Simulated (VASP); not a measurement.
A run of VASP 6.6.1 is set up as follows.

File INCAR:

```
SYSTEM = Ti
PREC = Accurate
ENCUT = 520
EDIFF = 1E-6
ISMEAR = 0
SIGMA = 0.15
LREAL = .False.
LASPH = .True.
NELM = 100
ALGO = Fast
ISIF = 2
LWAVE = .False.
LCHARG = .False.
GGA = CA
NBANDS = 12
```

The input KPOINTS:

```
regular mesh
0
Gamma
  22 22 22
  0 0 0
```

POSCAR

```
Ti
1.0
    0.0000000000      2.1874708984      1.6062598807
    2.1874708984      0.0000000000      1.6062598807
    2.1874708984      2.1874708984      0.0000000000
Ti
1
Direct
    0.0000000000      0.0000000000      0.0000000000
```

Potentials or basis: VASP PAW LDA potentials, release 64 (Ti_sv).

Command:

```console
$ cat potpaw_LDA.64/Ti_sv/POTCAR > POTCAR
$ mpirun -np 1 vasp_std > vasp.out
```

Task: Estimate the band gap on the k mesh.

Result: Zero (bands 6 and 7 overlap by 1.69 eV).

Task: Estimate the pressure.

Result: 3.8 GPa.

Stress tensor (GPa, compression positive):
```
3.67 0.00 0.00
0.00 3.67 0.00
0.00 0.00 4.01
```

Caveat: the cell stands under pressure.
